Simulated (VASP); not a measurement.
# PIr2 (Fm-3m) in VASP: notebook, part 2 of 2

VASP 6.6.1.

**3. Relaxation of cell and atoms, LDA**

This run uses another cell than the first one, of 14.13 Å³/atom.

File INCAR:

```
ALGO = Normal
EDIFF = 1E-7
EDIFFG = -0.03
ENCUT = 500
GGA = CA
GGA_COMPAT = False
IBRION = 2
ISIF = 3
ISMEAR = -1
LASPH = True
LCHARG = False
LREAL = False
LWAVE = False
NELM = 120
NELMIN = 4
NSW = 60
PREC = Accurate
SIGMA = 0.05
```

File KPOINTS:

```
k-points
0
Gamma
  6 6 6
```

File POSCAR:

```
PIr2
1.0
    0.0000000000      2.7675000000      2.7675000000
    2.7675000000      0.0000000000      2.7675000000
    2.7675000000      2.7675000000      0.0000000000
P Ir
1 2
Direct
    0.0000000000      0.0000000000      0.0000000000
    0.2500000000      0.2500000000      0.2500000000
    0.7500000000      0.7500000000      0.7500000000
```

Potentials or basis: VASP PAW LDA potentials, release 64 (P, Ir).

The run is started by

```console
cat potpaw_LDA.64/P/POTCAR potpaw_LDA.64/Ir/POTCAR > POTCAR
mpirun -np 1 vasp_std > vasp.out
```

OUTCAR:

```text
EDIFF = 1E-7
   EDIFFG = -0.03
   ENCUT = 500
   GGA = CA
   IBRION = 2
   ISIF = 3
   ISMEAR = -1
   LASPH = True
   LREAL = False
   NELM = 120
   NELMIN = 4
   NSW = 60
   PREC = Accurate

 ion  position               nearest neighbor table
   1  0.000  0.000  0.000-   3 2.40   3 2.40   3 2.40   2 2.40   3 2.40   2 2.40   2 2.40   2 2.40

   2  0.250  0.250  0.250-   1 2.40   1 2.40   1 2.40   1 2.40   3 2.77   3 2.77   3 2.77   3 2.77
                             3 2.77   3 2.77
   3  0.750  0.750  0.750-   1 2.40   1 2.40   1 2.40   1 2.40   2 2.77   2 2.77   2 2.77   2 2.77
                             2 2.77   2 2.77

  LATTYP: Found a face centered cubic cell.
 ALAT       =     5.5350000000

  Lattice vectors:

 A1 = (   0.0000000000,   2.7675000000,   2.7675000000)
 A2 = (   2.7675000000,   0.0000000000,   2.7675000000)
 A3 = (   2.7675000000,   2.7675000000,   0.0000000000)

Analysis of symmetry for initial positions (statically):
=====================================================================
 Subroutine PRICEL returns:
 Original cell was already a primitive cell.

 Routine SETGRP: Setting up the symmetry group for a
 face centered cubic supercell.

 Subroutine GETGRP returns: Found 48 space group operations
 (whereof 48 operations were pure point group operations)
 out of a pool of 48 trial point group operations.

The static configuration has the point symmetry O_h .

Analysis of symmetry for dynamics (positions and initial velocities):
=====================================================================
 Subroutine PRICEL returns:
 Original cell was already a primitive cell.

 Routine SETGRP: Setting up the symmetry group for a
 face centered cubic supercell.

 Subroutine GETGRP returns: Found 48 space group operations
 (whereof 48 operations were pure point group operations)
 out of a pool of 48 trial point group operations.

The dynamic configuration has the point symmetry O_h .

 Subroutine INISYM returns: Found 48 space group operations
 (whereof 48 operations are pure point group operations),
 and found     1 'primitive' translations

----------------------------------------------------------------------------------------

                                     Primitive cell

  volume of cell :      42.3929

  direct lattice vectors                    reciprocal lattice vectors
     0.000000000  2.767500000  2.767500000    -0.180668473  0.180668473  0.180668473
     2.767500000  0.000000000  2.767500000     0.180668473 -0.180668473  0.180668473
     2.767500000  2.767500000  0.000000000     0.180668473  0.180668473 -0.180668473

  length of vectors
     3.913836034  3.913836034  3.913836034     0.312926975  0.312926975  0.312926975

  position of ions in fractional coordinates (direct lattice)
     0.000000000  0.000000000  0.000000000
     0.250000000  0.250000000  0.250000000
     0.750000000  0.750000000  0.750000000

  ion indices of the primitive-cell ions
   primitive index   ion index
                 1           1
                 2           2
                 3           3

----------------------------------------------------------------------------------------

 KPOINTS: k-points

Automatic generation of k-mesh.
 Grid dimensions read from file:
 generate k-points for:    6    6    6

 Generating k-lattice:

  Cartesian coordinates                     Fractional coordinates (reciprocal lattice)
    -0.030111412  0.030111412  0.030111412     0.166666667  0.000000000  0.000000000
     0.030111412 -0.030111412  0.030111412     0.000000000  0.166666667  0.000000000
     0.030111412  0.030111412 -0.030111412     0.000000000  0.000000000  0.166666667

  Length of vectors
     0.052154496  0.052154496  0.052154496

  Shift w.r.t. Gamma in fractional coordinates (k-lattice)
     0.000000000  0.000000000  0.000000000

 Subroutine IBZKPT returns following result:
 ===========================================

 Found     16 irreducible k-points:

 Following reciprocal coordinates:
            Coordinates               Weight
  0.000000  0.000000  0.000000      1.000000
  0.166667  0.000000  0.000000      8.000000
  0.333333  0.000000  0.000000      8.000000
  0.500000  0.000000  0.000000      4.000000
  0.166667  0.166667  0.000000      6.000000
  0.333333  0.166667  0.000000     24.000000
[... 8 lines left out ...]
 -0.333333  0.333333  0.166667     24.000000
 -0.333333  0.500000  0.166667     12.000000
   k-points           NKPTS =     16   k-points in BZ     NKDIM =     16   number of bands    NBANDS=     15
   number of dos      NEDOS =    301   number of ions     NIONS =      3
   total plane-waves  NPLWV =  27000
   dimension x,y,z NGX =    30 NGY =   30 NGZ =   30
   dimension x,y,z NGXF=    60 NGYF=   60 NGZF=   60
   ions per type =               1   2
   NGX,Y,Z   is equivalent  to a cutoff of  12.74, 12.74, 12.74 a.u.
   NGXF,Y,Z  is equivalent  to a cutoff of  25.49, 25.49, 25.49 a.u.
 SYSTEM =  unknown system
   PREC   = accura    normal or accurate (medium, high low for compatibility)
   ISTART =      0    job   : 0-new  1-cont  2-samecut
   ICHARG =      2    charge: 1-file 2-atom 10-const
   ISPIN  =      1    spin polarized calculation?
   LNONCOLLINEAR =      F non collinear calculations
   LSORBIT =      F    spin-orbit coupling
   LASPH  =      T    aspherical Exc in radial PAW
   ENCUT  =  500.0 eV  36.75 Ry    6.06 a.u.   7.14  7.14  7.14*2*pi/ulx,y,z
   NELM   =    120;   NELMIN=  4; NELMDL= -5     # of ELM steps
   EDIFF  = 0.1E-06   stopping-criterion for ELM
   LREAL  =      F    real-space projection
   EDIFFG = -.3E-01   stopping-criterion for IOM
   NSW    =     60    number of steps for IOM
   IBRION =      2    ionic relax: 0-MD 1-quasi-New 2-CG
   NFREE  =      1    steps in history (QN), initial steepest desc. (CG)
   ISIF   =      3    stress and relaxation
   ISYM   =      2    0-nonsym 1-usesym 2-fastsym
   POTIM  = 0.5000    time-step for ionic-motion
   TEBEG  =    0.0;   TEEND  =   0.0 temperature during run
   PSTRESS=    0.0 pullay stress
   NELECT =      23.0000    total number of electrons
   NUPDOWN=      -1.0000    fix difference up-down
   EMIN   =  10.00;   EMAX   =-10.00  energy-range for DOS
   EFERMI =   0.00;   METHOD = LEGACY
   ISMEAR =    -1;   SIGMA  =   0.05  broadening in eV -4-tet -1-fermi 0-gaus
   EFERMI_NEDOS =   21; number of points for ismear=-14 and -15
   IALGO  =     38    algorithm
   IMIX   =      4    mixing-type and parameters
     AMIX     =   0.40;   BMIX     =  1.00
     AMIX_MAG =   1.60;   BMIX_MAG =  1.00
  volume/ion in A,a.u.               =      14.13        95.36
  Fermi-wavevector in a.u.,A,eV,Ry     =   1.335221  2.523202 24.256672  1.782815
  Thomas-Fermi vector in A             =   2.463942
   LORBIT       =      0    0 simple, 1 ext, 2 COOP (PROOUT), +10 PAW based schemes
   GGA     = CA    functional components
   LHFCALC =     F    Hartree Fock is set to
   AEXX    =    0.0000 exact exchange contribution
   IVDW    =     0    specifies the selected vdW correction
   LEPSILON=     F    determine dielectric tensor
   LRPA    =     F    only Hartree local field effects (RPA)
 conjugate gradient relaxation of ions
 non-spin polarized calculation
  energy-cutoff  :      500.00
  volume of cell :       42.39
 maximum number of plane-waves:      1090
 NGX is ok and might be reduce to    30
   NGX = 15   NGY = 15   NGZ = 15

--------------------------------------- Ionic step        1  -------------------------------------------

 number of electron      23.0000001 magnetization

 Free energy of the ion-electron system (eV)
  ---------------------------------------------------
  ext. energy  EPLUGINS =         0.00000000
  ---------------------------------------------------
  free energy    TOTEN  =       -28.01450792 eV

  energy without entropy =      -28.00190827  energy(sigma->0) =      -28.00820809

------------------------ aborting loop because EDIFF is reached ----------------------------------------

  FORCE on cell =-STRESS in cart. coord.  units (eV):
  Direction    XX          YY          ZZ          XY          YZ          ZX
  --------------------------------------------------------------------------------------
  -------------------------------------------------------------------------------------
  Total       -0.7281748     -0.7281748     -0.7281748      0.0000000      0.0000000      0.0000000
  in kB      -27.5203103    -27.5203103    -27.5203103      0.0000000      0.0000000      0.0000000
  external PRESSURE =     -27.5203103 kB  Pullay stress =       0.0000000 kB
[... 59 lines left out ...]
  energy  without entropy=      -27.9754512770  energy(sigma->0) =      -27.98170322

--------------------------------------- Ionic step        3  -------------------------------------------

 number of electron      23.0000002 magnetization

 Free energy of the ion-electron system (eV)
  ---------------------------------------------------
  ext. energy  EPLUGINS =         0.00000000
  ---------------------------------------------------
  free energy    TOTEN  =       -28.01775644 eV

  energy without entropy =      -28.00518685  energy(sigma->0) =      -28.01147165

 E-fermi :  10.1561     XC(G=0): -13.1751

 val. band max:       10.0820821934   @ k =   0.3333   0.1667   0.0000
 cond. band min:      10.1958142252   @ k =   0.5000   0.3333   0.1667
 fundamental gap:      0.1137320317
 Fermi energy:        10.1561002514

 k-point     1 :       0.0000    0.0000    0.0000
  band No.  band energies     occupation
      1      -4.5349      2.00000
      2       2.3307      2.00000
      3       2.3307      2.00000
      4       2.3307      2.00000
      5       3.9586      2.00000
      6       3.9586      2.00000
      7       9.4676      2.00000
      8       9.4676      2.00000
      9       9.4676      2.00000
     10      10.4337      0.00773
     11      11.6499      0.00000
     12      11.6499      0.00000
     13      14.4672      0.00000
     14      14.4672      0.00000
     15      14.4672      0.00000
[... 298 lines left out ...]
  FREE ENERGIE OF THE ION-ELECTRON SYSTEM (eV)
  ---------------------------------------------------
  free  energy   TOTEN  =       -28.0177564448 eV

  energy  without entropy=      -28.0051868472  energy(sigma->0) =      -28.01147165

 reached required accuracy - stopping structural energy minimisation
```

OSZICAR:

```text
N       E                     dE             d eps       ncg     rms          rms(c)
DAV:   1     0.195127886772E+03    0.19513E+03   -0.10106E+04   480   0.138E+03
DAV:   2    -0.145765279858E+02   -0.20970E+03   -0.20246E+03   480   0.396E+02
DAV:   3    -0.288574068972E+02   -0.14281E+02   -0.13891E+02   676   0.992E+01
[... 29 lines left out ...]
DAV:   5    -0.280177504702E+02    0.68135E-04   -0.77859E-04   619   0.299E-01    0.720E-02
DAV:   6    -0.280177570199E+02   -0.65497E-05   -0.12279E-04   668   0.128E-01    0.333E-02
DAV:   7    -0.280177569119E+02    0.10800E-06   -0.26117E-05   720   0.533E-02    0.519E-03
DAV:   8    -0.280177564858E+02    0.42607E-06   -0.16517E-06   616   0.134E-02    0.256E-03
DAV:   9    -0.280177564448E+02    0.40996E-07   -0.27481E-07   486   0.319E-03
   3 F= -.28017756E+02 E0= -.28011472E+02  d E =-.324853E-02
```

CONTCAR:

```text
PIr2
   1.00000000000000
     0.0000000000000000    2.7594067233050419    2.7594067233050419
     2.7594067233050419   -0.0000000000000000    2.7594067233050419
     2.7594067233050419    2.7594067233050419   -0.0000000000000000
  P               Ir
     1     2
Direct
     0.0000000000000000    0.0000000000000000    0.0000000000000000
     0.2500000000000000    0.2500000000000000    0.2500000000000000
     0.7500000000000000    0.7500000000000000    0.7500000000000000

  0.00000000E+00  0.00000000E+00  0.00000000E+00
  0.00000000E+00  0.00000000E+00  0.00000000E+00
  0.00000000E+00  0.00000000E+00  0.00000000E+00
```

It took 52 s on 1 thread of Intel Xeon 8259CL, shared host; peak memory 0.15 GiB.

What came out:

| Quantity | Value |
| --- | --- |
| Free energy | -28.0178 eV |
| Relaxed volume | 14.01 Å³/atom |
| Relaxed cell | a = 3.902 Å, b = 3.902 Å, c = 3.902 Å, α = 60.00°, β = 60.00°, γ = 60.00° |
| Space group after relaxing (to 0.1 Å) | Fm-3m (No. 225) |
| Energy gained by relaxing | 1.1 meV/atom |
| Ionic steps | 3 |
| Pressure after relaxing | 0.0 GPa |
| Band gap on the k mesh | zero (an odd number of electrons rules out a gap without spin polarisation) |

Step by step:
```
step  energy change (eV)  largest force (eV/Å)  pressure (GPa)  volume (Å³)
   1              0.0000                0.0000           -2.75        42.39
   2              0.0266                0.0000            8.93        40.92
   3             -0.0032                0.0000           -0.04        42.02
```

Final structure:
```cif
data_structure
_symmetry_space_group_name_H-M 'P 1'
_symmetry_Int_Tables_number 1
_cell_length_a 3.9024
_cell_length_b 3.9024
_cell_length_c 3.9024
_cell_angle_alpha 60.000
_cell_angle_beta 60.000
_cell_angle_gamma 60.000
_cell_volume 42.02
loop_
_atom_site_label
_atom_site_type_symbol
_atom_site_fract_x
_atom_site_fract_y
_atom_site_fract_z
_atom_site_occupancy
P1 P 0.00000 0.00000 0.00000 1
Ir1 Ir 0.25000 0.25000 0.25000 1
Ir2 Ir 0.75000 0.75000 0.75000 1
```

Levels at points of the mesh, in eV from the Fermi level:
| k point | band 8 | band 9 | band 10 | band 11 | band 12 | band 13 | band 14 | band 15 |
| --- | --- | --- | --- | --- | --- | --- | --- | --- |
| (0.00, 0.00, 0.00) | -0.69 | -0.69 | 0.28 | 1.49 | 1.49 | 4.31 | 4.31 | 4.31 |
| (0.50, 0.00, 0.00) | -3.01 | -3.01 | -2.81 | -2.81 | -2.67 | 3.69 | 4.32 | 4.32 |
| (0.50, 0.50, 0.00) | -2.62 | -2.62 | -1.04 | -1.04 | -0.20 | 1.34 | 1.60 | 5.37 |

Caveat: spin-orbit coupling is left out, which moves the levels of the heavy elements. LDA usually gives volumes a few per cent too small.

The gap in the log of VASP goes by the Fermi energy; the results here count the filled bands.